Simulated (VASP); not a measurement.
Input of a VASP 6.6.1 run:

Contents of INCAR:

```
SYSTEM = CdS
ALGO = Normal
EDIFF = 1E-6
ENCUT = 520
GGA = PE
ISIF = 2
ISMEAR = 0
LASPH = .True.
LCHARG = .False.
LREAL = .False.
LWAVE = .False.
NBANDS = 16
NELM = 80
PREC = Accurate
SIGMA = 0.02
```

The input KPOINTS:

```
k-points
0
Gamma
  8 8 8
  0 0 0
```

The input POSCAR:

```
CdS
1.0
    0.0291000000      2.8204302000      2.8160652000
    2.8099542000      0.0000000000      2.8451652000
    2.7808542000      2.8204302000      0.0291000000
Cd S
1 1
Direct
   -0.0051546392      0.0051546392     -0.0051546392
    0.7551546392      0.7448453608      0.7551546392
```

Potentials or basis: VASP PAW PBE potentials, release 64 (Cd, S).

Command:

```bash
$ cat potpaw_PBE.64/Cd/POTCAR potpaw_PBE.64/S/POTCAR > POTCAR
$ mpirun -np 1 vasp_std > vasp.out
```

Task: What does it give for the band gap on the k mesh?

Result: 1.34 eV, direct.

Task: What does it give for the largest force?

Result: 0.197 eV/Å.

Stress tensor (GPa, compression positive):
```
13.37  0.00  0.87
 0.00 13.21  0.00
 0.87  0.00 13.32
```

Caveat: the cell differs from its parent crystal (strained and its atoms moved).
